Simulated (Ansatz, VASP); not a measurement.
# AlCo: VASP beside Ansatz

```
CELL_PARAMETERS angstrom
2.82344 0.00000 0.00000
0.00000 2.82344 0.00000
0.00000 0.00000 2.82344
ATOMIC_POSITIONS crystal
Al 0.00000 0.00000 0.00000
Co 0.50000 0.50000 0.50000
```

Alike in both runs: functional PBEsol; k mesh 12 × 12 × 12; occupations fermi-dirac, width 0.1 eV; no spin polarisation.

Ansatz relaxed the structure, and its values are those at the end. VASP's run is a single point on that final structure, the one shown.

|  | VASP | Ansatz |
| --- | --- | --- |
| version | VASP 6.6.1 | Ansatz 0.2.0 |
| potentials or method | VASP PAW PBE potentials, release 64 (Al, Co) | PAW with Ansatz's default frozen-core files, scalar-relativistic |
| plane-wave cutoff (eV) | 520 | 420 |
| valence electrons in the cell | 12 | 20 |

Ansatz gave:

| Property | Result |
| --- | --- |
| pressure (GPa) | 0.0 |

What did VASP give for the same quantities?

Pressure (GPa): 0.1.

VASP's potentials were made for PBE, not for PBEsol. VASP's potentials hold 12 valence electrons a cell and Ansatz's 20, so a difference there can come from the potentials and not from the codes.
